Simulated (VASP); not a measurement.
# CoO (Fm-3m) in VASP: relaxation of cell and atoms with PBE+U

Aim: the relaxation of cell and atoms of CoO with PBE+U.

All numbers are computed with VASP 6.6.1; they aren't measurements. Logs are shortened: lines on timing, memory, paths and dates and some standing lists are left out, and cuts for length are marked.

## Step 1: The cell of the first run

It takes space group Fm-3m (No. 225, cubic). The conventional cell has a = 4.263 Å, b = 4.263 Å, c = 4.263 Å, α = 90.00°, β = 90.00°, γ = 90.00°. Within 2.8 Å of Co (site symmetry m-3m) lie 6 O at 2.13 Å. Within 2.8 Å of O (site symmetry m-3m) lie 6 Co at 2.13 Å.

## Step 2: Relaxation of cell and atoms, PBE+U, collinear spin, ferromagnetic start

Input file INCAR:

```
SYSTEM = CoO
PREC = Accurate ; ENCUT = 700
EDIFF = 1E-7 ; ISMEAR = 0
SIGMA = 0.1 ; LREAL = .FALSE.
LASPH = .TRUE. ; NELM = 200
ALGO = Normal ; ISIF = 3
LWAVE = .FALSE. ; LCHARG = .FALSE.
ISPIN = 2 ; MAGMOM = 2.75 0.25
LORBIT = 11 ; LMAXMIX = 4
LDAU = .TRUE. ; LDAUTYPE = 2
LDAUL = 2 -1 ; LDAUU = 3.32 0
LDAUJ = 0 0 ; LDAUPRINT = 1
GGA = PE ; IBRION = 2
NSW = 100 ; EDIFFG = -0.005
GGA_COMPAT = .FALSE. ; NELMIN = 4
```

Input file KPOINTS:

```
regular mesh
0
G
  16 16 16
  0 0 0
```

Input file POSCAR:

```
CoO
1.0
    0.0000000000      2.1315000000      2.1315000000
    2.1315000000      0.0000000000      2.1315000000
    2.1315000000      2.1315000000      0.0000000000
Co O
1 1
Direct
    0.0000000000      0.0000000000      0.0000000000
    0.5000000000      0.5000000000      0.5000000000
```

Potentials or basis: VASP PAW PBE potentials, release 64 (Co_sv, O).

Command:

```console
> cat potpaw_PBE.64/Co_sv/POTCAR potpaw_PBE.64/O/POTCAR > POTCAR
> mpirun -np 1 vasp_std > vasp.out
```

OUTCAR:

```text
SYSTEM = CoO
   PREC = Accurate
   ENCUT = 700
   EDIFF = 1E-7
   ISMEAR = 0
   LREAL = .FALSE.
   LASPH = .TRUE.
   NELM = 200
   ISIF = 3
   ISPIN = 2
   LORBIT = 11
   GGA = PE
   IBRION = 2
   NSW = 100
   EDIFFG = -0.005
   NELMIN = 4

 ion  position               nearest neighbor table
   1  0.000  0.000  0.000-   2 2.13   2 2.13   2 2.13   2 2.13   2 2.13   2 2.13
   2  0.500  0.500  0.500-   1 2.13   1 2.13   1 2.13   1 2.13   1 2.13   1 2.13

  LATTYP: Found a face centered cubic cell.
 ALAT       =     4.2630000000

  Lattice vectors:

 A1 = (   0.0000000000,   2.1315000000,   2.1315000000)
 A2 = (   2.1315000000,   0.0000000000,   2.1315000000)
 A3 = (   2.1315000000,   2.1315000000,   0.0000000000)

Analysis of symmetry for initial positions (statically):
=====================================================================
 Subroutine PRICEL returns:
 Original cell was already a primitive cell.

 Routine SETGRP: Setting up the symmetry group for a
 face centered cubic supercell.

 Subroutine GETGRP returns: Found 48 space group operations
 (whereof 48 operations were pure point group operations)
 out of a pool of 48 trial point group operations.

The static configuration has the point symmetry O_h .

Analysis of symmetry for dynamics (positions and initial velocities):
=====================================================================
 Subroutine PRICEL returns:
 Original cell was already a primitive cell.

 Routine SETGRP: Setting up the symmetry group for a
 face centered cubic supercell.

 Subroutine GETGRP returns: Found 48 space group operations
 (whereof 48 operations were pure point group operations)
 out of a pool of 48 trial point group operations.

The dynamic configuration has the point symmetry O_h .

Analysis of structural, dynamic, and magnetic symmetry:
=====================================================================
 Subroutine PRICEL returns:
 Original cell was already a primitive cell.

 Routine SETGRP: Setting up the symmetry group for a
 face centered cubic supercell.

 Subroutine GETGRP returns: Found 48 space group operations
 (whereof 48 operations were pure point group operations)
 out of a pool of 48 trial point group operations.

The overall configuration has the point symmetry O_h .

 Subroutine INISYM returns: Found 48 space group operations
 (whereof 48 operations are pure point group operations),
 and found     1 'primitive' translations

----------------------------------------------------------------------------------------

                                     Primitive cell

  volume of cell :      19.3681

  direct lattice vectors                    reciprocal lattice vectors
     0.000000000  2.131500000  2.131500000    -0.234576589  0.234576589  0.234576589
     2.131500000  0.000000000  2.131500000     0.234576589 -0.234576589  0.234576589
     2.131500000  2.131500000  0.000000000     0.234576589  0.234576589 -0.234576589

  length of vectors
     3.014396208  3.014396208  3.014396208     0.406298571  0.406298571  0.406298571

  position of ions in fractional coordinates (direct lattice)
     0.000000000  0.000000000  0.000000000
     0.500000000  0.500000000  0.500000000

  ion indices of the primitive-cell ions
   primitive index   ion index
                 1           1
                 2           2

----------------------------------------------------------------------------------------

 KPOINTS: regular mesh

Automatic generation of k-mesh.
 Grid dimensions read from file:
 generate k-points for:   16   16   16

 Generating k-lattice:

[... 61 lines left out ...]
   EDIFF  = 0.1E-06   stopping-criterion for ELM
   LREAL  =      F    real-space projection
   EDIFFG = -.5E-02   stopping-criterion for IOM
   NSW    =    100    number of steps for IOM
   IBRION =      2    ionic relax: 0-MD 1-quasi-New 2-CG
   NFREE  =      1    steps in history (QN), initial steepest desc. (CG)
   ISIF   =      3    stress and relaxation
   ISYM   =      2    0-nonsym 1-usesym 2-fastsym
   POTIM  = 0.5000    time-step for ionic-motion
   TEBEG  =    0.0;   TEEND  =   0.0 temperature during run
   PSTRESS=    0.0 pullay stress
   NELECT =      23.0000    total number of electrons
   NUPDOWN=      -1.0000    fix difference up-down
   EMIN   =  10.00;   EMAX   =-10.00  energy-range for DOS
   EFERMI =   0.00;   METHOD = LEGACY
   ISMEAR =     0;   SIGMA  =   0.10  broadening in eV -4-tet -1-fermi 0-gaus
   EFERMI_NEDOS =   21; number of points for ismear=-14 and -15
   IALGO  =     38    algorithm
   IMIX   =      4    mixing-type and parameters
     AMIX     =   0.40;   BMIX     =  1.00
     AMIX_MAG =   1.60;   BMIX_MAG =  1.00
  volume/ion in A,a.u.               =       9.68        65.35
  Fermi-wavevector in a.u.,A,eV,Ry     =   1.733626  3.276078 40.891759  3.005460
  Thomas-Fermi vector in A             =   2.807577
   LORBIT       =     11    0 simple, 1 ext, 2 COOP (PROOUT), +10 PAW based schemes
 LDA+U is selected, type is set to LDAUTYPE =  2
   angular momentum for each species LDAUL =     2   -1
   U (eV)           for each species LDAUU =   3.3  0.0
   J (eV)           for each species LDAUJ =   0.0  0.0
   GGA     = PE    functional components
   LHFCALC =     F    Hartree Fock is set to
   AEXX    =    0.0000 exact exchange contribution
   IVDW    =     0    specifies the selected vdW correction
   LEPSILON=     F    determine dielectric tensor
   LRPA    =     F    only Hartree local field effects (RPA)
 conjugate gradient relaxation of ions
 spin polarized calculation
 Gauss-broadening in eV      SIGMA  =   0.10
  energy-cutoff  :      700.00
  volume of cell :       19.37
 maximum number of plane-waves:       869
 NGX is ok and might be reduce to    28
   NGX = 13   NGY = 13   NGZ = 13

--------------------------------------- Ionic step        1  -------------------------------------------

 number of electron      23.0000015 magnetization       2.9999977

 Free energy of the ion-electron system (eV)
  ---------------------------------------------------
  ext. energy  EPLUGINS =         0.00000000
  ---------------------------------------------------
  free energy    TOTEN  =       -11.05541738 eV

  energy without entropy =      -11.03267668  energy(sigma->0) =      -11.04404703

------------------------ aborting loop because EDIFF is reached ----------------------------------------

  FORCE on cell =-STRESS in cart. coord.  units (eV):
  Direction    XX          YY          ZZ          XY          YZ          ZX
  --------------------------------------------------------------------------------------
  -------------------------------------------------------------------------------------
  Total       -0.1099913     -0.1099913     -0.1099913      0.0000000      0.0000000     -0.0000000
  in kB       -9.0987757     -9.0987757     -9.0987757      0.0000000      0.0000000     -0.0000000
  external PRESSURE =      -9.0987757 kB  Pullay stress =       0.0000000 kB
[... 53 lines left out ...]
  FREE ENERGIE OF THE ION-ELECTRON SYSTEM (eV)
  ---------------------------------------------------
  free  energy   TOTEN  =       -11.0555515420 eV

  energy  without entropy=      -11.0332097705  energy(sigma->0) =      -11.04438066

atom =   1  type =  1  l = 2

 onsite density matrix

spin component  1

  0.9244  0.0000  0.0000  0.0000 -0.0000
  0.0000  0.9244  0.0000  0.0000  0.0000
  0.0000  0.0000  0.9554 -0.0000  0.0000
  0.0000  0.0000 -0.0000  0.9244  0.0000
 -0.0000  0.0000  0.0000  0.0000  0.9554

spin component  2

  0.6057  0.0000 -0.0000  0.0000  0.0000
  0.0000  0.6057 -0.0000  0.0000  0.0000
 -0.0000 -0.0000  0.0991  0.0000  0.0000
  0.0000  0.0000  0.0000  0.6057 -0.0000
  0.0000  0.0000  0.0000 -0.0000  0.0991

 occupancies and eigenvectors

  o =  0.0991  v =  0.0000  0.0000  0.0000  0.0000  0.0000  0.0000 -0.0000  0.9999  0.0000  0.0102      0.0000  0.0000  0.0000  0.0000  0.0000  0.0000  0.0000  0.0000  0.0000  0.0000
  o =  0.0991  v =  0.0000  0.0000  0.0000  0.0000  0.0000  0.0000 -0.0000 -0.0102  0.0000  0.9999      0.0000  0.0000  0.0000  0.0000  0.0000  0.0000  0.0000  0.0000  0.0000  0.0000
  o =  0.6057  v =  0.0000  0.0000  0.0000  0.0000  0.0000  0.0000 -0.9737  0.0000 -0.2277 -0.0000      0.0000  0.0000  0.0000  0.0000  0.0000  0.0000  0.0000  0.0000  0.0000  0.0000
  o =  0.6057  v =  0.0000  0.0000  0.0000  0.0000  0.0000  0.0000 -0.2277 -0.0000  0.9737 -0.0000      0.0000  0.0000  0.0000  0.0000  0.0000  0.0000  0.0000  0.0000  0.0000  0.0000
  o =  0.6057  v =  0.0000  0.0000  0.0000  0.0000  0.0000  1.0000  0.0000  0.0000  0.0000  0.0000      0.0000  0.0000  0.0000  0.0000  0.0000  0.0000  0.0000  0.0000  0.0000  0.0000
  o =  0.9244  v =  1.0000  0.0000  0.0000  0.0000  0.0000  0.0000  0.0000  0.0000  0.0000  0.0000      0.0000  0.0000  0.0000  0.0000  0.0000  0.0000  0.0000  0.0000  0.0000  0.0000
  o =  0.9244  v =  0.0000  0.9997  0.0000 -0.0253 -0.0000  0.0000  0.0000  0.0000  0.0000  0.0000      0.0000  0.0000  0.0000  0.0000  0.0000  0.0000  0.0000  0.0000  0.0000  0.0000
  o =  0.9244  v =  0.0000 -0.0253  0.0000 -0.9997  0.0000  0.0000  0.0000  0.0000  0.0000  0.0000      0.0000  0.0000  0.0000  0.0000  0.0000  0.0000  0.0000  0.0000  0.0000  0.0000
  o =  0.9554  v =  0.0000 -0.0000  0.9997  0.0000 -0.0237  0.0000  0.0000  0.0000  0.0000  0.0000      0.0000  0.0000  0.0000  0.0000  0.0000  0.0000  0.0000  0.0000  0.0000  0.0000
  o =  0.9554  v =  0.0000  0.0000  0.0237  0.0000  0.9997  0.0000  0.0000  0.0000  0.0000  0.0000      0.0000  0.0000  0.0000  0.0000  0.0000  0.0000  0.0000  0.0000  0.0000  0.0000

--------------------------------------- Ionic step        3  -------------------------------------------

 number of electron      23.0000013 magnetization       2.9999992

 Free energy of the ion-electron system (eV)
  ---------------------------------------------------
  ext. energy  EPLUGINS =         0.00000000
  ---------------------------------------------------
  free energy    TOTEN  =       -11.05567570 eV

  energy without entropy =      -11.03317214  energy(sigma->0) =      -11.04442392

 E-fermi :   8.6483     XC(G=0): -12.6840

 val. band max:        8.6477384974   @ k =   0.5000   0.2500   0.0000
 cond. band min:       8.6488073744   @ k =  -0.2500   0.2500   0.0000
 fundamental gap:      0.0010688770
 Fermi energy:         8.6482718860

 spin component 1

 k-point     1 :       0.0000    0.0000    0.0000
  band No.  band energies     occupation
      1     -88.1207      1.00000
      2     -51.3675      1.00000
      3     -51.3675      1.00000
      4     -51.3675      1.00000
      5     -11.1106      1.00000
      6       4.0870      1.00000
[... 984 lines left out ...]
  FREE ENERGIE OF THE ION-ELECTRON SYSTEM (eV)
  ---------------------------------------------------
  free  energy   TOTEN  =       -11.0556757013 eV

  energy  without entropy=      -11.0331721377  energy(sigma->0) =      -11.04442392

 reached required accuracy - stopping structural energy minimisation

 total charge

# of ion       s       p       d       tot
------------------------------------------
    1        2.145   6.065   6.674  14.884
    2        1.548   3.459   0.000   5.007
--------------------------------------------------
tot          3.692   9.524   6.674  19.891

 magnetization (x)

# of ion       s       p       d       tot
------------------------------------------
    1        0.014   0.011   2.664   2.689
    2        0.026   0.228   0.000   0.253
--------------------------------------------------
tot          0.039   0.239   2.664   2.942
```

Run time: 5.5 min. Hardware: 1 thread of AMD EPYC 7R13 (Zen 3), shared host; peak memory 0.23 GiB.

Results:

```yaml
Free_energy: -11.0557 eV
Relaxed_volume: 9.64 Å³/atom
Relaxed_cell: a = 3.010 Å, b = 3.010 Å, c = 3.010 Å, α = 60.00°, β = 60.00°, γ = 60.00°
Space_group_after_relaxing_to_0.1_Å: Fm-3m (No. 225)
Energy_gained_by_relaxing: 0.1 meV/atom
Ionic_steps: 3
Pressure_after_relaxing: 0.0 GPa
Band_gap_on_the_k_mesh: zero (filled and empty bands overlap)
Net_moment: 3.00 μB per cell
Site_moments: Co +2.69; O +0.25 μB
Valence_electrons_inside_the_program's_atomic_spheres: Co 14.88; O 5.01
```

Step by step:
| step | energy change (eV) | largest force (eV/Å) | pressure (GPa) | volume (Å³) |
| --- | --- | --- | --- | --- |
| 1 | 0.0000 | 0.0000 | -0.91 | 19.37 |
| 2 | -0.0001 | 0.0000 | 0.67 | 19.21 |
| 3 | -0.0003 | 0.0000 | -0.01 | 19.28 |

Final structure:
```
CELL_PARAMETERS angstrom
0.00000 2.12815 2.12815
2.12815 0.00000 2.12815
2.12815 2.12815 0.00000
ATOMIC_POSITIONS crystal
Co 0.00000 0.00000 0.00000
O 0.50000 0.50000 0.50000
```

Eigenvalues of the final occupation matrices:
```tsv
site	spin	trace	eigenvalues
site 1 d	1	4.68	0.92 0.92 0.92 0.96 0.96
site 1 d	2	2.02	0.10 0.10 0.61 0.61 0.61
```

Caveat: a cell with one magnetic atom can't hold antiferromagnetic order, which such compounds often take. The state reached can hang on the start; a lower one may exist.
